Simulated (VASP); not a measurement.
Input of a VASP 6.6.1 run:

File POSCAR:

```
KSnB4
1.0
    0.0000000000      5.6297600000      0.0000000000
    5.6297600000      0.0000000000      0.0000000000
    2.8148800000      2.8148800000     -6.5489150000
K B Sn
2 8 2
Direct
    0.3750000000      0.1250000000      0.7500000000
    0.6250000000      0.8750000000      0.2500000000
    0.8952000000      0.7999000000      0.9182000000
    0.2999000000      0.1866000000      0.4182000000
    0.6866000000      0.2819000000      0.9182000000
    0.7819000000      0.3952000000      0.4182000000
    0.1048000000      0.2001000000      0.0818000000
    0.7001000000      0.8134000000      0.5818000000
    0.3134000000      0.7181000000      0.0818000000
    0.2181000000      0.6048000000      0.5818000000
    0.8750000000      0.6250000000      0.7500000000
    0.1250000000      0.3750000000      0.2500000000
```

Contents of INCAR.step1:

```
ALGO     = Normal         # electronic algorithm
EDIFF    = 1E-4           # SCF threshold, eV
ENCUT    = 520            # plane-wave cutoff, eV
GGA      = PE             # functional
ISMEAR   = 1              # smearing method
LASPH    = T              # aspherical terms in the spheres
LCHARG   = F              # write CHGCAR
LREAL    = F              # projectors in reciprocal space
LWAVE    = T              # write WAVECAR
NBANDS   = 47             # bands
NELM     = 100            # most SCF steps
PREC     = Accurate       # precision mode
SIGMA    = 0.0115         # smearing width, eV
```

File INCAR.step2:

```
ALGO     = Normal         # electronic algorithm
EDIFF    = 1E-6           # SCF threshold, eV
ENCUT    = 520            # plane-wave cutoff, eV
ISIF     = 2              # what is computed and relaxed
ISMEAR   = 1              # smearing method
ISTART   = 1            
LASPH    = T              # aspherical terms in the spheres
LCHARG   = F              # write CHGCAR
LMIXTAU  = T            
LREAL    = F              # projectors in reciprocal space
LWAVE    = F              # write WAVECAR
METAGGA  = R2SCAN         # meta-GGA
NBANDS   = 47             # bands
NELM     = 100            # most SCF steps
PREC     = Accurate       # precision mode
SIGMA    = 0.0115         # smearing width, eV
```

The input KPOINTS:

```
k-points
0
Gamma
  5 5 5
```

Potentials or basis: VASP PAW PBE potentials, release 64 (K_sv, B, Sn_d).

Run with:

```console
$ cat potpaw_PBE.64/K_sv/POTCAR potpaw_PBE.64/B/POTCAR potpaw_PBE.64/Sn_d/POTCAR > POTCAR
$ cp INCAR.step1 INCAR
$ mpirun -np 1 vasp_std > vasp.out
$ cp INCAR.step2 INCAR
$ mpirun -np 1 vasp_std > vasp.out
```

Question: Predict the largest force.

Answer: 5.966 eV/Å.

Question: What does it give for the band gap on the k mesh?

Answer: Zero (bands 35 and 36 overlap by 0.80 eV).

Question: Estimate the pressure.

Answer: 25.9 GPa.

Forces in eV/Å, atoms in the order of the input:
```
K    0.000  0.000  0.000
K    0.000  0.000  0.000
B    4.776  1.353 -3.310
B   -1.353  4.776 -3.310
B   -4.776 -1.353 -3.310
B    1.353 -4.776 -3.310
B   -4.776 -1.353  3.310
B    1.353 -4.776  3.310
B    4.776  1.353  3.310
B   -1.353  4.776  3.310
Sn   0.000  0.000  0.000
Sn   0.000  0.000  0.000
```

Caveat: the stress differs along the axes, from 21 to 35 GPa; the PAW data sets were made with another functional, which shifts forces and pressure a little; spin-orbit coupling is left out, which moves the levels of the heavy elements.
